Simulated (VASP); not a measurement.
# Li (P6_3/mmc) in VASP: a series of runs, part 2 of 3

VASP 6.6.1. Earlier steps stand in the parts before.

**3. Single point, PBE (strained)**

Input file INCAR:

```
SYSTEM = Li
PREC     = Accurate       ! precision mode
ENCUT    = 520            ! plane-wave cutoff, eV
EDIFF    = 1E-7           ! SCF threshold, eV
ISMEAR   = 0              ! smearing method
SIGMA    = 0.1            ! smearing width, eV
LREAL    = .False.        ! projectors in reciprocal space
LASPH    = .True.         ! aspherical terms in the spheres
NELM     = 100            ! most SCF steps
ALGO     = Fast           ! electronic algorithm
ISIF     = 2              ! what is computed and relaxed
LWAVE    = .False.        ! write WAVECAR
LCHARG   = .True.         ! write CHGCAR
GGA      = PE             ! functional
LELF     = .True.         ! ELF
LVHAR    = .True.       
NBANDS   = 10             ! bands
```

Input file KPOINTS:

```
regular mesh
0
Gamma
  15 15 8
  0 0 0
```

Input file POSCAR:

```
Li
1.0
    2.9716914753      0.0000000000      0.0000000000
   -1.4858457376      2.5735603098      0.0000000000
    0.0000000000      0.0000000000      5.0177254600
Li
2
Direct
    0.3333333333      0.6666666667      0.2500000000
    0.6666666667      0.3333333333      0.7500000000
```

Potentials or basis: VASP PAW PBE potentials, release 64 (Li_sv).

On the command line:

```sh
$ cat potpaw_PBE.64/Li_sv/POTCAR > POTCAR
$ mpirun -np 1 vasp_std > vasp.out
```

OUTCAR:

```text
SYSTEM = Li
   PREC = Accurate
   ENCUT = 520
   EDIFF = 1E-7
   ISMEAR = 0
   LREAL = .False.
   LASPH = .True.
   NELM = 100
   ISIF = 2
   GGA = PE

 ion  position               nearest neighbor table
   1  0.333  0.667  0.250-
   2  0.667  0.333  0.750-

  LATTYP: Found a hexagonal cell.
 ALAT       =     2.9716914753
 C/A-ratio  =     1.6885082121

  Lattice vectors:

 A1 = (   2.9716914753,   0.0000000000,   0.0000000000)
 A2 = (  -1.4858457376,   2.5735603098,   0.0000000000)
 A3 = (   0.0000000000,   0.0000000000,   5.0177254600)

Analysis of symmetry for initial positions (statically):
=====================================================================
 Subroutine PRICEL returns:
 Original cell was already a primitive cell.

 Routine SETGRP: Setting up the symmetry group for a
 hexagonal supercell.

 Subroutine GETGRP returns: Found 24 space group operations
 (whereof 12 operations were pure point group operations)
 out of a pool of 24 trial point group operations.

The static configuration has the point symmetry D_3d.
 The point group associated with its full space group is D_6h.

Analysis of symmetry for dynamics (positions and initial velocities):
=====================================================================
 Subroutine PRICEL returns:
 Original cell was already a primitive cell.

 Routine SETGRP: Setting up the symmetry group for a
 hexagonal supercell.

 Subroutine GETGRP returns: Found 24 space group operations
 (whereof 12 operations were pure point group operations)
 out of a pool of 24 trial point group operations.

The dynamic configuration has the point symmetry D_3d.
 The point group associated with its full space group is D_6h.

 Subroutine INISYM returns: Found 24 space group operations
 (whereof 12 operations are pure point group operations),
 and found     1 'primitive' translations

----------------------------------------------------------------------------------------

                                     Primitive cell

  volume of cell :      38.3747

  direct lattice vectors                    reciprocal lattice vectors
     2.971691475  0.000000000  0.000000000     0.336508688  0.194283382  0.000000000
    -1.485845738  2.573560310  0.000000000     0.000000000  0.388566763  0.000000000
     0.000000000  0.000000000  5.017725460     0.000000000  0.000000000  0.199293486

  length of vectors
     2.971691475  2.971691475  5.017725460     0.388566763  0.388566763  0.199293486

  position of ions in fractional coordinates (direct lattice)
     0.333333333  0.666666667  0.250000000
     0.666666667  0.333333333  0.750000000

  ion indices of the primitive-cell ions
   primitive index   ion index
                 1           1
                 2           2

----------------------------------------------------------------------------------------

 KPOINTS: regular mesh

Automatic generation of k-mesh.
 Grid dimensions read from file:
 generate k-points for:   15   15    8

 Generating k-lattice:

  Cartesian coordinates                     Fractional coordinates (reciprocal lattice)
     0.022433913  0.012952225  0.000000000     0.066666667 -0.000000000  0.000000000
     0.000000000  0.025904451  0.000000000     0.000000000  0.066666667  0.000000000
     0.000000000  0.000000000  0.024911686     0.000000000  0.000000000  0.125000000

  Length of vectors
     0.025904451  0.025904451  0.024911686

  Shift w.r.t. Gamma in fractional coordinates (k-lattice)
     0.000000000  0.000000000  0.000000000

 Subroutine IBZKPT returns following result:
 ===========================================

 Found    135 irreducible k-points:

 Following reciprocal coordinates:
            Coordinates               Weight
  0.000000  0.000000  0.000000      1.000000
  0.066667  0.000000  0.000000      6.000000
  0.133333  0.000000  0.000000      6.000000
  0.200000  0.000000  0.000000      6.000000
  0.266667  0.000000  0.000000      6.000000
  0.333333  0.000000  0.000000      6.000000
[... 16 lines left out ...]
  0.333333  0.200000  0.000000     12.000000
  0.400000  0.200000  0.000000      6.000000
 [... further k-points ...]
   k-points           NKPTS =    135   k-points in BZ     NKDIM =    135   number of bands    NBANDS=     10
   number of dos      NEDOS =    301   number of ions     NIONS =      2
   total plane-waves  NPLWV =  23040
   dimension x,y,z NGX =    24 NGY =   24 NGZ =   40
   dimension x,y,z NGXF=    48 NGYF=   48 NGZF=   80
   ions per type =               2
   NGX,Y,Z   is equivalent  to a cutoff of  13.43, 13.43, 13.25 a.u.
   NGXF,Y,Z  is equivalent  to a cutoff of  26.85, 26.85, 26.51 a.u.
 SYSTEM =  Li
   PREC   = accura    normal or accurate (medium, high low for compatibility)
   ISTART =      0    job   : 0-new  1-cont  2-samecut
   ICHARG =      2    charge: 1-file 2-atom 10-const
   ISPIN  =      1    spin polarized calculation?
   LNONCOLLINEAR =      F non collinear calculations
   LSORBIT =      F    spin-orbit coupling
   LASPH  =      T    aspherical Exc in radial PAW
   ENCUT  =  520.0 eV  38.22 Ry    6.18 a.u.   5.53  5.53  9.33*2*pi/ulx,y,z
   NELM   =    100;   NELMIN=  2; NELMDL= -5     # of ELM steps
   EDIFF  = 0.1E-06   stopping-criterion for ELM
   LREAL  =      F    real-space projection
   EDIFFG = 0.1E-05   stopping-criterion for IOM
   NSW    =      0    number of steps for IOM
   IBRION =     -1    ionic relax: 0-MD 1-quasi-New 2-CG
   NFREE  =      0    steps in history (QN), initial steepest desc. (CG)
   ISIF   =      2    stress and relaxation
   ISYM   =      2    0-nonsym 1-usesym 2-fastsym
   POTIM  = 0.5000    time-step for ionic-motion
   TEBEG  =    0.0;   TEEND  =   0.0 temperature during run
   PSTRESS=    0.0 pullay stress
   NELECT =       6.0000    total number of electrons
   NUPDOWN=      -1.0000    fix difference up-down
   EMIN   =  10.00;   EMAX   =-10.00  energy-range for DOS
   EFERMI =   0.00;   METHOD = LEGACY
   ISMEAR =     0;   SIGMA  =   0.10  broadening in eV -4-tet -1-fermi 0-gaus
   EFERMI_NEDOS =   21; number of points for ismear=-14 and -15
   IALGO  =     68    algorithm
   IMIX   =      4    mixing-type and parameters
     AMIX     =   0.40;   BMIX     =  1.00
     AMIX_MAG =   1.60;   BMIX_MAG =  1.00
  volume/ion in A,a.u.               =      19.19       129.48
  Fermi-wavevector in a.u.,A,eV,Ry     =   0.881949  1.666642 10.583080  0.777834
  Thomas-Fermi vector in A             =   2.002515
   LORBIT       =      0    0 simple, 1 ext, 2 COOP (PROOUT), +10 PAW based schemes
   GGA     = PE    functional components
   LHFCALC =     F    Hartree Fock is set to
   AEXX    =    0.0000 exact exchange contribution
   IVDW    =     0    specifies the selected vdW correction
   LEPSILON=     F    determine dielectric tensor
   LRPA    =     F    only Hartree local field effects (RPA)
 non-spin polarized calculation
 RMM-DIIS sequential band-by-band and
 Gauss-broadening in eV      SIGMA  =   0.10
  energy-cutoff  :      520.00
  volume of cell :       38.37
 maximum number of plane-waves:      1062
 NGX is ok and might be reduce to    24
   NGX = 11   NGY = 11   NGZ = 19

 number of electron       6.0000022 magnetization

 Free energy of the ion-electron system (eV)
  ---------------------------------------------------
  ext. energy  EPLUGINS =         0.00000000
  ---------------------------------------------------
  free energy    TOTEN  =        -3.80618564 eV

  energy without entropy =       -3.80038082  energy(sigma->0) =       -3.80328323

 E-fermi :   0.8044     XC(G=0):  -7.1791

 val. band max:        0.8025875243   @ k =   0.4000   0.0667   0.3750
 cond. band min:       0.8053153427   @ k =   0.4000   0.0000   0.5000
 fundamental gap:      0.0027278184
 Fermi energy:         0.8043656926

 k-point     1 :       0.0000    0.0000    0.0000
  band No.  band energies     occupation
      1     -45.6576      2.00000
      2     -45.6377      2.00000
      3      -2.8483      2.00000
      4       0.5589      1.99948
      5       3.6244      0.00000
      6      14.1358      0.00000
      7      14.1359      0.00000
      8      15.1919      0.00000
      9      15.5119      0.00000
     10      15.5120      0.00000
[... 287 lines left out ...]
 k-point    24 :       0.4000    0.2000    0.0000
  band No.  band energies     occupation
      1     -45.6315      2.00000
      2     -45.6276      2.00000
      3       1.3794      0.00000
      4       2.4463      0.00000
      5       5.3654      0.00000
      6       6.2502      0.00000
      7       7.1112      0.00000
      8       7.3030      0.00000
      9      11.3414      0.00000
     10      11.5598      0.00000

 [... further k-points ...]
[... 5 lines left out ...]
  --------------------------------------------------------------------------------------
  -------------------------------------------------------------------------------------
  Total        0.2331738      0.2331738      0.0520599      0.0000000      0.0000000      0.0000000
  in kB        9.7352109      9.7352109      2.1735450      0.0000000      0.0000000      0.0000000
  external PRESSURE =       7.2146556 kB  Pullay stress =       0.0000000 kB

 VOLUME and BASIS-vectors are now :
 -----------------------------------------------------------------------------
  energy-cutoff  :      520.00
  volume of cell :       38.37
      direct lattice vectors                 reciprocal lattice vectors
     2.971691475  0.000000000  0.000000000     0.336508688  0.194283382  0.000000000
    -1.485845738  2.573560310  0.000000000     0.000000000  0.388566763  0.000000000
     0.000000000  0.000000000  5.017725460     0.000000000  0.000000000  0.199293486

 POSITION                                       TOTAL-FORCE (eV/Angst)
 -----------------------------------------------------------------------------------
     -0.00000      1.71571      1.25443        -0.000000     -0.000000      0.000000
      1.48585      0.85785      3.76329         0.000000      0.000000      0.000000
 -----------------------------------------------------------------------------------
    total drift:                               -0.000000      0.000000      0.000000

  FREE ENERGIE OF THE ION-ELECTRON SYSTEM (eV)
  ---------------------------------------------------
  free  energy   TOTEN  =        -3.8061856363 eV

  energy  without entropy=       -3.8003808193  energy(sigma->0) =       -3.80328323
```

Wall time 30 s (1 thread of Intel Xeon Platinum 8559C (Emerald Rapids), shared host); peak memory 0.16 GiB.

What came out:

```
Free energy            : -3.8062 eV
Band gap on the k mesh : zero (band 3 reaches 3.10 eV, above the bottom of band 4 at -1.77 eV)
```

Caveat: the cell differs from its parent crystal (strained); the cutoff is under 1.25 times the usual one of these potentials, so pressure, stress and relaxed cells hold a basis-set (Pulay) error.

(Continued in part 3 of 3.)
